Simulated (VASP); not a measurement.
# TlCl (Pm-3m) in VASP: single point with r2SCAN

Aim: the single point of TlCl with r2SCAN.

Program: VASP 6.6.1. These are calculated values, not measurements. Logs are shortened: lines on timing, memory, paths and dates and some standing lists are left out, and cuts for length are marked.

### Step 1. The cell of the first run

The structure is cubic, space group Pm-3m (No. 221). The conventional cell has a = 3.824 Å, b = 3.824 Å, c = 3.824 Å, α = 90.00°, β = 90.00°, γ = 90.00°. Tl (site symmetry m-3m) has 8 Cl at 3.31 Å and 6 Tl at 3.82 Å within 4.4 Å. Cl (site symmetry m-3m) has 8 Tl at 3.31 Å and 6 Cl at 3.82 Å within 4.4 Å.

### Step 2. Single point, r2SCAN

File POSCAR:

```
TlCl
1.0
    3.8241930000      0.0000000000      0.0000000000
    0.0000000000      3.8241930000      0.0000000000
    0.0000000000      0.0000000000      3.8241930000
Tl Cl
1 1
Direct
    0.0000000000      0.0000000000      0.0000000000
    0.5000000000      0.5000000000      0.5000000000
```

File INCAR.step1:

```
PREC = Accurate
ENCUT = 550
ISMEAR = -1
SIGMA = 0.1
LREAL = False
LASPH = True
NELM = 120
NBANDS = 17
GGA = PE
ALGO = Normal
EDIFF = 1E-5
LWAVE = True
LCHARG = False
GGA_COMPAT = False
```

File INCAR.step2:

```
PREC = Accurate
ENCUT = 550
EDIFF = 1E-6
ISMEAR = -1
SIGMA = 0.1
LREAL = False
LASPH = True
NELM = 120
ALGO = Normal
ISIF = 2
LWAVE = False
LCHARG = False
METAGGA = R2SCAN
LMIXTAU = True
NBANDS = 17
ISTART = 1
GGA_COMPAT = False
```

File KPOINTS:

```
regular mesh
0
Gamma
  7 7 7
```

Potentials or basis: VASP PAW PBE potentials, release 64 (Tl_d, Cl).

Started as:

```console
$ cat potpaw_PBE.64/Tl_d/POTCAR potpaw_PBE.64/Cl/POTCAR > POTCAR
$ cp INCAR.step1 INCAR
$ mpirun -np 1 vasp_std > vasp.out
$ cp INCAR.step2 INCAR
$ mpirun -np 1 vasp_std > vasp.out
```

OUTCAR:

```text
PREC = Accurate
   ENCUT = 550
   EDIFF = 1E-6
   ISMEAR = -1
   LREAL = False
   LASPH = True
   NELM = 120
   ISIF = 2
   METAGGA = R2SCAN
   ISTART = 1

 ion  position               nearest neighbor table
   1  0.000  0.000  0.000-   2 3.31   2 3.31   2 3.31   2 3.31   2 3.31   2 3.31   2 3.31   2 3.31

   2  0.500  0.500  0.500-   1 3.31   1 3.31   1 3.31   1 3.31   1 3.31   1 3.31   1 3.31   1 3.31

  LATTYP: Found a simple cubic cell.
 ALAT       =     3.8241930000

  Lattice vectors:

 A1 = (   3.8241930000,   0.0000000000,   0.0000000000)
 A2 = (   0.0000000000,   3.8241930000,   0.0000000000)
 A3 = (   0.0000000000,   0.0000000000,   3.8241930000)

Analysis of symmetry for initial positions (statically):
=====================================================================
 Subroutine PRICEL returns:
 Original cell was already a primitive cell.

 Routine SETGRP: Setting up the symmetry group for a
 simple cubic supercell.

 Subroutine GETGRP returns: Found 48 space group operations
 (whereof 48 operations were pure point group operations)
 out of a pool of 48 trial point group operations.

The static configuration has the point symmetry O_h .

Analysis of symmetry for dynamics (positions and initial velocities):
=====================================================================
 Subroutine PRICEL returns:
 Original cell was already a primitive cell.

 Routine SETGRP: Setting up the symmetry group for a
 simple cubic supercell.

 Subroutine GETGRP returns: Found 48 space group operations
 (whereof 48 operations were pure point group operations)
 out of a pool of 48 trial point group operations.

The dynamic configuration has the point symmetry O_h .

 Subroutine INISYM returns: Found 48 space group operations
 (whereof 48 operations are pure point group operations),
 and found     1 'primitive' translations

----------------------------------------------------------------------------------------

                                     Primitive cell

  volume of cell :      55.9267

  direct lattice vectors                    reciprocal lattice vectors
     3.824193000  0.000000000  0.000000000     0.261493078  0.000000000  0.000000000
     0.000000000  3.824193000  0.000000000     0.000000000  0.261493078  0.000000000
     0.000000000  0.000000000  3.824193000     0.000000000  0.000000000  0.261493078

  length of vectors
     3.824193000  3.824193000  3.824193000     0.261493078  0.261493078  0.261493078

  position of ions in fractional coordinates (direct lattice)
     0.000000000  0.000000000  0.000000000
     0.500000000  0.500000000  0.500000000

  ion indices of the primitive-cell ions
   primitive index   ion index
                 1           1
                 2           2

----------------------------------------------------------------------------------------

 KPOINTS: regular mesh

Automatic generation of k-mesh.
 Grid dimensions read from file:
 generate k-points for:    7    7    7

 Generating k-lattice:

  Cartesian coordinates                     Fractional coordinates (reciprocal lattice)
     0.037356154  0.000000000  0.000000000     0.142857143  0.000000000  0.000000000
     0.000000000  0.037356154  0.000000000     0.000000000  0.142857143  0.000000000
     0.000000000  0.000000000  0.037356154     0.000000000  0.000000000  0.142857143

  Length of vectors
     0.037356154  0.037356154  0.037356154

  Shift w.r.t. Gamma in fractional coordinates (k-lattice)
     0.000000000  0.000000000  0.000000000

 Subroutine IBZKPT returns following result:
 ===========================================

 Found     20 irreducible k-points:

 Following reciprocal coordinates:
            Coordinates               Weight
  0.000000  0.000000  0.000000      1.000000
  0.142857  0.000000  0.000000      6.000000
  0.285714  0.000000  0.000000      6.000000
  0.428571  0.000000  0.000000      6.000000
  0.142857  0.142857  0.000000     12.000000
  0.285714  0.142857  0.000000     24.000000
[... 12 lines left out ...]
  0.428571  0.428571  0.285714     24.000000
  0.428571  0.428571  0.428571      8.000000
   k-points           NKPTS =     20   k-points in BZ     NKDIM =     20   number of bands    NBANDS=     17
   number of dos      NEDOS =    301   number of ions     NIONS =      2
   total plane-waves  NPLWV =  27000
   dimension x,y,z NGX =    30 NGY =   30 NGZ =   30
   dimension x,y,z NGXF=    60 NGYF=   60 NGZF=   60
   ions per type =               1   1
   NGX,Y,Z   is equivalent  to a cutoff of  13.04, 13.04, 13.04 a.u.
   NGXF,Y,Z  is equivalent  to a cutoff of  26.08, 26.08, 26.08 a.u.
 SYSTEM =  unknown system
   PREC   = accura    normal or accurate (medium, high low for compatibility)
   ISTART =      1    job   : 0-new  1-cont  2-samecut
   ICHARG =      0    charge: 1-file 2-atom 10-const
   ISPIN  =      1    spin polarized calculation?
   LNONCOLLINEAR =      F non collinear calculations
   LSORBIT =      F    spin-orbit coupling
   LASPH  =      T    aspherical Exc in radial PAW
   ENCUT  =  550.0 eV  40.42 Ry    6.36 a.u.   7.31  7.31  7.31*2*pi/ulx,y,z
   NELM   =    120;   NELMIN=  2; NELMDL=  0     # of ELM steps
   EDIFF  = 0.1E-05   stopping-criterion for ELM
   LREAL  =      F    real-space projection
   EDIFFG = 0.1E-04   stopping-criterion for IOM
   NSW    =      0    number of steps for IOM
   IBRION =     -1    ionic relax: 0-MD 1-quasi-New 2-CG
   NFREE  =      0    steps in history (QN), initial steepest desc. (CG)
   ISIF   =      2    stress and relaxation
   ISYM   =      2    0-nonsym 1-usesym 2-fastsym
   POTIM  = 0.5000    time-step for ionic-motion
   TEBEG  =    0.0;   TEEND  =   0.0 temperature during run
   PSTRESS=    0.0 pullay stress
   NELECT =      20.0000    total number of electrons
   NUPDOWN=      -1.0000    fix difference up-down
   EMIN   =  10.00;   EMAX   =-10.00  energy-range for DOS
   EFERMI =   0.00;   METHOD = LEGACY
   ISMEAR =    -1;   SIGMA  =   0.10  broadening in eV -4-tet -1-fermi 0-gaus
   EFERMI_NEDOS =   21; number of points for ismear=-14 and -15
   IALGO  =     38    algorithm
   IMIX   =      4    mixing-type and parameters
     AMIX     =   0.40;   BMIX     =  1.00
     AMIX_MAG =   1.60;   BMIX_MAG =  1.00
  volume/ion in A,a.u.               =      27.96       188.71
  Fermi-wavevector in a.u.,A,eV,Ry     =   1.162015  2.195890 18.371656  1.350279
  Thomas-Fermi vector in A             =   2.298581
   LORBIT       =      0    0 simple, 1 ext, 2 COOP (PROOUT), +10 PAW based schemes
   METAGGA = R2SCAN    functional components
   LHFCALC =     F    Hartree Fock is set to
   AEXX    =    0.0000 exact exchange contribution
   IVDW    =     0    specifies the selected vdW correction
   LEPSILON=     F    determine dielectric tensor
   LRPA    =     F    only Hartree local field effects (RPA)
 non-spin polarized calculation
  energy-cutoff  :      550.00
  volume of cell :       55.93
 maximum number of plane-waves:      1659
 NGX is ok and might be reduce to    30
   NGX = 15   NGY = 15   NGZ = 15

 number of electron      20.0000007 magnetization

 Free energy of the ion-electron system (eV)
  ---------------------------------------------------
  ext. energy  EPLUGINS =         0.00000000
  ---------------------------------------------------
  free energy    TOTEN  =       -61.54909470 eV

  energy without entropy =      -61.54909462  energy(sigma->0) =      -61.54909466

 E-fermi :   3.8421     XC(G=0):  -9.6681

 val. band max:        2.3467738877   @ k =   0.4286   0.0000   0.0000
 cond. band min:       5.2797402783   @ k =   0.4286   0.0000   0.0000
 fundamental gap:      2.9329663906
 Fermi energy:         3.8421367586

 k-point     1 :       0.0000    0.0000    0.0000
  band No.  band energies     occupation
      1     -11.9523      2.00000
      2      -7.7864      2.00000
      3      -7.7864      2.00000
      4      -7.5301      2.00000
      5      -7.5301      2.00000
      6      -7.5301      2.00000
[... 9 lines left out ...]
     16      15.8952      0.00000
     17      17.4509      0.00000

 k-point     2 :       0.1429    0.0000    0.0000
  band No.  band energies     occupation
      1     -11.9066      2.00000
      2      -7.7837      2.00000
      3      -7.7522      2.00000
      4      -7.5459      2.00000
      5      -7.5459      2.00000
      6      -7.5287      2.00000
[... 9 lines left out ...]
     16      16.9410      0.00000
     17      17.2886      0.00000

 k-point     3 :       0.2857    0.0000    0.0000
  band No.  band energies     occupation
      1     -11.8001      2.00000
      2      -7.7776      2.00000
      3      -7.6776      2.00000
      4      -7.5811      2.00000
      5      -7.5811      2.00000
      6      -7.5254      2.00000
[... 9 lines left out ...]
     16      16.0454      0.00000
     17      17.4250      0.00000

 k-point     4 :       0.4286    0.0000    0.0000
  band No.  band energies     occupation
      1     -11.7102      2.00000
      2      -7.7727      2.00000
      3      -7.6211      2.00000
      4      -7.6088      2.00000
      5      -7.6088      2.00000
      6      -7.5228      2.00000
[... 9 lines left out ...]
     16      16.5272      0.00000
     17      17.4096      0.00000
[... 263 lines left out ...]
      1     -11.5386      2.00000
      2      -7.6699      2.00000
      3      -7.6321      2.00000
      4      -7.5900      2.00000
      5      -7.5800      2.00000
      6      -7.5228      2.00000
[... 9 lines left out ...]
     16      15.0919      0.00000
     17      19.0431      0.00000

 k-point    19 :       0.4286    0.4286    0.2857
  band No.  band energies     occupation
      1     -11.4817      2.00000
      2      -7.6759      2.00000
      3      -7.6635      2.00000
      4      -7.6211      2.00000
      5      -7.5553      2.00000
      6      -7.4816      2.00000
[... 9 lines left out ...]
     16      15.4608      0.00000
     17      19.6134      0.00000

 k-point    20 :       0.4286    0.4286    0.4286
  band No.  band energies     occupation
      1     -11.4146      2.00000
      2      -7.7047      2.00000
      3      -7.7047      2.00000
      4      -7.6788      2.00000
      5      -7.4799      2.00000
      6      -7.4799      2.00000
[... 9 lines left out ...]
     16      15.8773      0.00000
     17      20.4734      0.00000

------------------------ aborting loop because EDIFF is reached ----------------------------------------

  FORCE on cell =-STRESS in cart. coord.  units (eV):
  Direction    XX          YY          ZZ          XY          YZ          ZX
  --------------------------------------------------------------------------------------
  -------------------------------------------------------------------------------------
  Total        0.0924611      0.0924611      0.0924611     -0.0000000      0.0000000      0.0000000
  in kB        2.6488064      2.6488064      2.6488064     -0.0000000      0.0000000      0.0000000
  external PRESSURE =       2.6488064 kB  Pullay stress =       0.0000000 kB

 VOLUME and BASIS-vectors are now :
 -----------------------------------------------------------------------------
  energy-cutoff  :      550.00
  volume of cell :       55.93
      direct lattice vectors                 reciprocal lattice vectors
     3.824193000  0.000000000  0.000000000     0.261493078  0.000000000  0.000000000
     0.000000000  3.824193000  0.000000000     0.000000000  0.261493078  0.000000000
     0.000000000  0.000000000  3.824193000     0.000000000  0.000000000  0.261493078

 POSITION                                       TOTAL-FORCE (eV/Angst)
 -----------------------------------------------------------------------------------
      0.00000      0.00000      0.00000         0.000000      0.000000      0.000000
      1.91210      1.91210      1.91210         0.000000      0.000000      0.000000
 -----------------------------------------------------------------------------------
    total drift:                                0.000000     -0.000000     -0.000000

  FREE ENERGIE OF THE ION-ELECTRON SYSTEM (eV)
  ---------------------------------------------------
  free  energy   TOTEN  =       -61.5490946974 eV

  energy  without entropy=      -61.5490946239  energy(sigma->0) =      -61.54909466
```

It took 2.2 min on 1 thread of Intel Xeon 8259CL, shared host; peak memory 0.18 GiB.

Results:

```
Free energy            : -61.5491 eV
Pressure               : 0.3 GPa
Band gap on the k mesh : 2.93 eV
```

Levels at points of the mesh, in eV from the valence-band top:
| k point | band 7 | band 8 | band 9 | band 10 | band 11 | band 12 | band 13 | band 14 |
| --- | --- | --- | --- | --- | --- | --- | --- | --- |
| (0.00, 0.00, 0.00) | -4.36 | -1.48 | -1.48 | -1.48 | 8.51 | 8.51 | 8.54 | 8.54 |

Caveat: the PAW data sets were made with another functional, which shifts forces and pressure a little; spin-orbit coupling is left out, which moves the levels of the heavy elements; an odd mesh through Γ misses points on the zone boundary, where band edges can lie.
